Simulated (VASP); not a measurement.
A run of VASP 6.6.1 is set up as follows.

Contents of INCAR:

```
SYSTEM = H
  PREC = Accurate
  ENCUT = 500
  EDIFF = 1E-6
  ISMEAR = 0
  SIGMA = 0.05
  LREAL = .False.
  LASPH = .True.
  NELM = 120
  ALGO = Normal
  ISIF = 2
  LWAVE = .False.
  LCHARG = .False.
  GGA = PS
  NBANDS = 10
  GGA_COMPAT = .False.
```

File KPOINTS:

```
regular mesh
0
Gamma
  9 9 6
  0 0 0
```

File POSCAR:

```
H
1.0
    3.8401304226      0.0000000000      0.0000000000
   -1.9200652113      3.3256504998      0.0415706312
    0.0000000000      0.0630832694      5.0466615500
H
4
Direct
    0.3333333333      0.6666666667      0.1764958800
    0.6666666667      0.3333333333      0.6764958800
    0.6666666667      0.3333333333      0.8235041200
    0.3333333333      0.6666666667      0.3235041200
```

Potentials or basis: VASP PAW PBE potentials, release 64 (H).

Launch:

```console
$ cat potpaw_PBE.64/H/POTCAR > POTCAR
$ mpirun -np 1 vasp_std > vasp.out
```

(1) Estimate the largest force.

(2) What does it give for the band gap on the k mesh?

(3) What does it give for the pressure?

Answers

(1) 0.606 eV/Å.

(2) 9.32 eV.

(3) 0.6 GPa.

Caveat: the cell differs from its parent crystal (strain +0.0250 x Voigt [0, 0, 0, 1, 0, 0]); this functional lacks dispersion, which holds the molecules together, so the pressure and a relaxed volume are unreliable; the PAW data sets were made with another functional, which shifts forces and pressure a little; an odd mesh through Γ misses points on the zone boundary, where band edges can lie.
